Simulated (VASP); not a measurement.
Input of a VASP 6.6.1 run:

File INCAR:

```
SYSTEM = Ir
PREC = Accurate ; ENCUT = 560
EDIFF = 1E-7 ; ISMEAR = -1
SIGMA = 0.05 ; LREAL = .FALSE.
LASPH = .TRUE. ; NELM = 200
ALGO = Normal ; ISIF = 3
LWAVE = .FALSE. ; LCHARG = .FALSE.
ISPIN = 2 ; MAGMOM = 1
LORBIT = 11 ; LMAXMIX = 4
GGA = B5 ; ALDAX = 1.0
AGGAX = 1.0 ; AGGAC = 1.0
ALDAC = 0.0 ; IBRION = 2
NSW = 80 ; EDIFFG = -0.01
GGA_COMPAT = .FALSE. ; NELMIN = 4
```

Contents of KPOINTS:

```
Automatic mesh
0
G
  14 14 14
  0 0 0
```

The input POSCAR:

```
Ir
1.0
    0.0000000000      1.9197000000      1.9197000000
    1.9197000000      0.0000000000      1.9197000000
    1.9197000000      1.9197000000      0.0000000000
Ir
1
Direct
    0.0000000000      0.0000000000      0.0000000000
```

Potentials or basis: VASP PAW PBE potentials, release 64 (Ir_sv_GW).

Run with:

```sh
$ cat potpaw_PBE.64/Ir_sv_GW/POTCAR > POTCAR
$ mpirun -np 1 vasp_std > vasp.out
```

Task: What does it give for the net moment?

Result: 0.00 μB per cell.

Task: Predict the relaxed volume.

Result: 15.21 Å³/atom.

Final structure:
```
Ir
1.0
     0.00000    1.96644    1.96644
     1.96644    0.00000    1.96644
     1.96644    1.96644    0.00000
Ir
1
Direct
  0.00000 0.00000 0.00000
```

Caveat: the PAW data sets were made with another functional, which shifts forces and pressure a little. BLYP gives volumes clearly too large for solids.
